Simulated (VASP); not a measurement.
ZnAu, 2 atoms in the cell. It takes space group Pm-3m (No. 221, cubic). The conventional cell has a = 3.038 Å, b = 3.038 Å, c = 3.038 Å, α = 90.00°, β = 90.00°, γ = 90.00°. Zn (site symmetry m-3m) has 8 Au at 2.63 Å and 6 Zn at 3.04 Å within 3.5 Å. Au (site symmetry m-3m) has 8 Zn at 2.63 Å and 6 Au at 3.04 Å within 3.5 Å. 

```yaml
Program: VASP 6.6.1
Task: single point
Functional: PBE
Potentials_or_basis: VASP PAW PBE potentials, release 64 (Zn, Au)
Cutoff: 520 eV
k_mesh: 10 × 10 × 10
Occupations: gaussian, width 0.05 eV
Spin: no spin polarisation
Dipole_correction: no
Further_INCAR_settings: ALGO = Normal; EDIFF = 1e-07; NBANDS = 18
```

Potentials or basis: VASP PAW PBE potentials, release 64 (Zn, Au).

Launch:

```bash
$ cat potpaw_PBE.64/Zn/POTCAR potpaw_PBE.64/Au/POTCAR > POTCAR
$ mpirun -np 1 vasp_std > vasp.out
```

Hardware: 1 thread of AMD EPYC 7R13, with other jobs on the host.

**Question.** How long does it take, and how much memory?

**Answer.** Run time: 34 s on 1 thread of AMD EPYC 7R13, on a shared host, peak memory 0.13 GiB. Counts: scf iterations 13, k points 56.
